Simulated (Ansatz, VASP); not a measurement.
Given: the input of a run of VASP 6.6.1 on FePt.

INCAR

```
SYSTEM = FePt
  ALGO = Fast
  EDIFF = 1E-6
  ENCUT = 520
  GGA = PS
  ISIF = 2
  ISMEAR = -1
  ISPIN = 2
  LASPH = .TRUE.
  LCHARG = .FALSE.
  LMAXMIX = 4
  LORBIT = 11
  LREAL = .FALSE.
  LWAVE = .FALSE.
  MAGMOM = 0 3
  NBANDS = 20
  NELM = 150
  PREC = Accurate
  SIGMA = 0.05
```

File KPOINTS:

```
k-points
0
G
  10 10 7
  0 0 0
```

POSCAR

```
FePt
1.0
    2.7235000000      0.0000000000      0.0000000000
    0.0000000000      2.7235000000      0.0000000000
    0.0000000000      0.0000000000      3.7200000000
Pt Fe
1 1
Direct
    0.5000000000      0.5000000000      0.5000000000
    0.0000000000      0.0000000000      0.0000000000
```

Potentials or basis: VASP PAW PBE potentials, release 64 (Pt, Fe).

Run with:

```console
$ cat potpaw_PBE.64/Pt/POTCAR potpaw_PBE.64/Fe/POTCAR > POTCAR
$ mpirun -np 1 vasp_std > vasp.out
```

Question: Translate it to Ansatz 0.2.0. Potentials there: Ansatz PAW.

Answer: As run (the cutoff follows the program's own potentials):

The input input.yaml:

```yaml
crystal:
  lattice:
    - [2.7235, 0.0, 0.0]
    - [0.0, 2.7235, 0.0]
    - [0.0, 0.0, 3.72]
  atoms:
    - { symbol: Pt, position: [0.5, 0.5, 0.5] }
    - { symbol: Fe, position: [0.0, 0.0, 0.0], spin: 3.0 }
hamiltonian:
  xc: pbesol
  pseudopotentials: { kind: paw }
magnetization:
  spin_polarized: true
kpoints:
  mp_grid: { grid: [10, 10, 7] }
scf:
  occupations: { method: fermi_dirac, width: 0.05 }
output:
  forces: true
  stress: true
  eigenvalues: true
```

Potentials or basis: Ansatz PAW.

Run with:

```sh
$ ansatz run input.yaml --threads 2 --pin off --max-ram 5632MiB --backend cpu --events-out ev --progress --plain --runs-dir out
```

Both were run:

|  | VASP | Ansatz | Ansatz less VASP |
| --- | --- | --- | --- |
| gap on the k mesh at the Fermi level (eV) | none | none | - |
| pressure (GPa) | -6.3 | -6.0 | +0.35 |
| traceless stress, the component that is largest in VASP (GPa) | 0.64 | 0.58 | -0.058 |
| net moment per atom (μB) | 1.64 | 1.64 | +0.003 |
| size of the moment on the site where the two differ most (μB) | 0.34 | 0.39 | +0.053 |

VASP's potentials were made for PBE, not for PBEsol. Site moments also hang on the region over which each program counts them. A gap of «none» marks a metal or a gap that the smearing closes. With one functional, cell and mesh, what is left measures potentials, basis and numerics. VASP's potentials hold 18 valence electrons a cell and Ansatz's 34, so a difference there can come from the potentials and not from the codes.

Spin-orbit coupling is off throughout.
